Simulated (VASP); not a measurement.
Write the native input for VASP 6.6.1 that does the following.

```yaml
Task: single point
Functional: r2SCAN
Potentials_or_basis: VASP PAW PBE potentials, release 64 (Mg, O)
Cutoff: 520 eV
k_mesh: 10 × 10 × 10
Occupations: gaussian, width 0.05 eV
Spin: no spin polarisation
Dipole_correction: no
Further_INCAR_settings: ALGO = Normal; EDIFF = 1e-06; NBANDS = 11
```

The system is MgO.

```xyz
2
Lattice="0.0000 2.1351 2.1351 2.2953 0.0000 2.1351 2.2953 2.1351 0.0000" Properties=species:S:1:pos:R:3 pbc="T T T"
Mg    0.0000    0.0000    0.0000
O     2.2953    2.1351    2.1351
```

This cell differs from its parent crystal: strain +0.0750 x Voigt [1, 0, 0, 0, 0, 0].

The input as run:

POSCAR

```
MgO
1.0
    0.0000000000      2.1351500000      2.1351500000
    2.2952862500      0.0000000000      2.1351500000
    2.2952862500      2.1351500000      0.0000000000
Mg O
1 1
Direct
    0.0000000000      0.0000000000      0.0000000000
    0.5000000000      0.5000000000      0.5000000000
```

INCAR.step1

```
PREC     = Accurate       # precision mode
ENCUT    = 520            # plane-wave cutoff, eV
ISMEAR   = 0              # smearing method
SIGMA    = 0.05           # smearing width, eV
LREAL    = False          # projectors in reciprocal space
LASPH    = True           # aspherical terms in the spheres
NELM     = 80             # most SCF steps
NBANDS   = 11             # bands
GGA      = PE             # functional
ALGO     = Normal         # electronic algorithm
EDIFF    = 1E-4           # SCF threshold, eV
LWAVE    = True           # write WAVECAR
LCHARG   = False          # write CHGCAR
```

INCAR.step2

```
PREC     = Accurate       # precision mode
ENCUT    = 520            # plane-wave cutoff, eV
EDIFF    = 1E-6           # SCF threshold, eV
ISMEAR   = 0              # smearing method
SIGMA    = 0.05           # smearing width, eV
LREAL    = False          # projectors in reciprocal space
LASPH    = True           # aspherical terms in the spheres
NELM     = 80             # most SCF steps
ALGO     = Normal         # electronic algorithm
ISIF     = 2              # what is computed and relaxed
LWAVE    = False          # write WAVECAR
LCHARG   = False          # write CHGCAR
METAGGA  = R2SCAN         # meta-GGA
LMIXTAU  = True         
NBANDS   = 11             # bands
ISTART   = 1
```

KPOINTS

```
Automatic mesh
0
Gamma
  10 10 10
```

Potentials or basis: VASP PAW PBE potentials, release 64 (Mg, O).

Command:

```sh
$ cat potpaw_PBE.64/Mg/POTCAR potpaw_PBE.64/O/POTCAR > POTCAR
$ cp INCAR.step1 INCAR
$ mpirun -np 1 vasp_std > vasp.out
$ cp INCAR.step2 INCAR
$ mpirun -np 1 vasp_std > vasp.out
```

Results of the run:

```
Pressure               : -15.4 GPa
Band gap on the k mesh : 4.42 eV, direct
```

Caveat: the cell differs from its parent crystal (strain +0.0750 x Voigt [1, 0, 0, 0, 0, 0]); the PAW data sets were made with another functional, which shifts forces and pressure a little.

Run time: 60 s on 1 thread of Intel(R) Xeon(R) Platinum 8488C (Sapphire Rapids) (shared host), peak memory 0.16 GiB.
